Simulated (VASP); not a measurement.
YbOs:

```
Yb Os
1.0
     3.35451    0.00000    0.00000
     0.00000    3.35451    0.00000
     0.00000    0.00000    3.35451
Yb Os
1 1
Direct
  0.00000 0.00000 0.00000
  0.50000 0.50000 0.50000
```

Program: VASP 6.6.1. Alike in all runs: task single point; potentials or basis VASP PAW PBE potentials, release 64 (Yb, Os); cell as given; k mesh 10 × 10 × 10; cutoff (eV) 520; smearing gaussian 0.05 eV.

**Question.** Order these runs on this cell by their pressure, lowest first.
A. level PBE; spin non-collinear, zero start, SOC
B. level LDA; spin off
C. level r2SCAN; spin off

**Answer.** B (-9.8 GPa), C (-3.2 GPa), A (0.6 GPa).

Caveats: the cell stands under tension (at least some runs); the PAW data sets were made with another functional, which shifts forces and pressure a little (at least some runs).
